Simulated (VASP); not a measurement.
Input of a VASP 6.6.1 run:

The input INCAR:

```
PREC = Accurate
ENCUT = 520
EDIFF = 1E-6
ISMEAR = 0
SIGMA = 0.15
LREAL = F
LASPH = T
NELM = 60
ALGO = Normal
ISIF = 2
LWAVE = F
LCHARG = F
GGA = PE
NBANDS = 16
```

Contents of KPOINTS:

```
Automatic mesh
0
Gamma
  16 16 16
```

POSCAR

```
GaSb
1.0
   -1.6432240730      2.7937874195      2.5946538071
    1.6432240730     -2.7937874195      2.5946538071
    1.6432240730      2.7937874195     -2.5946538071
Ga Sb
1 1
Direct
    0.0000000000      0.0000000000      0.0000000000
    0.5000000000      0.5000000000      0.0000000000
```

Potentials or basis: VASP PAW PBE potentials, release 64 (Ga_d, Sb).

Command:

```sh
$ cat potpaw_PBE.64/Ga_d/POTCAR potpaw_PBE.64/Sb/POTCAR > POTCAR
$ mpirun -np 1 vasp_std > vasp.out
```

Question: Predict the pressure.

Answer: 3.9 GPa.

Question: What does it give for the band gap on the k mesh?

Answer: Zero (bands 9 and 10 overlap by 5.76 eV).

Stress tensor (GPa, compression positive):
```
-3.88  0.00  0.00
 0.00 -3.97  0.00
 0.00  0.00 19.66
```

Caveat: the cell differs from its parent crystal (strain +e along x and -e along y -0.0267, strain +e along z and -e/2 along x and y -0.1000); the stress differs along the axes, from -4 to 20 GPa; spin-orbit coupling is left out, which moves the levels of the heavy elements.
